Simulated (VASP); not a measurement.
Runs of VASP 6.6.1 on Se. The structure is that of space group Im-3m (No. 229), or close to it. The cells are those of the table. This isn't the form of Se at room conditions, which is trigonal, of chains.

```csv
cell,k mesh,gap on the mesh (eV),pressure (GPa)
"a = 2.614 Å, angles 109.5°, 1 atom",20 × 20 × 20,none,69.9
"a = 2.892 Å, angles 109.5°, 1 atom",18 × 18 × 18,none,(b)
"a = 2.805 Å, angles 109.5°, 1 atom",20 × 20 × 20,none,20.1
"a = 2.760 Å, angles 109.5°, 1 atom",20 × 20 × 20,none,28.6
"a = 2.849 Å, angles 109.5°, 1 atom",20 × 20 × 20,none,(a)
```

Alike in all rows: task single point; level r2SCAN; potentials or basis VASP PAW PBE potentials, release 64 (Se); no spin polarisation; cutoff (eV) 520; smearing gaussian 0.05 eV.

Task: Fill in the values left out.

Result: (a) 13.4; (b) 7.7.

Caveats: the cell stands under pressure; the PAW data sets were made with another functional, which shifts forces and pressure a little.

A k mesh can miss the band edges, and the runs leave out spin-orbit coupling on Se.

A gap of «none» marks levels without a gap at the run's occupations.
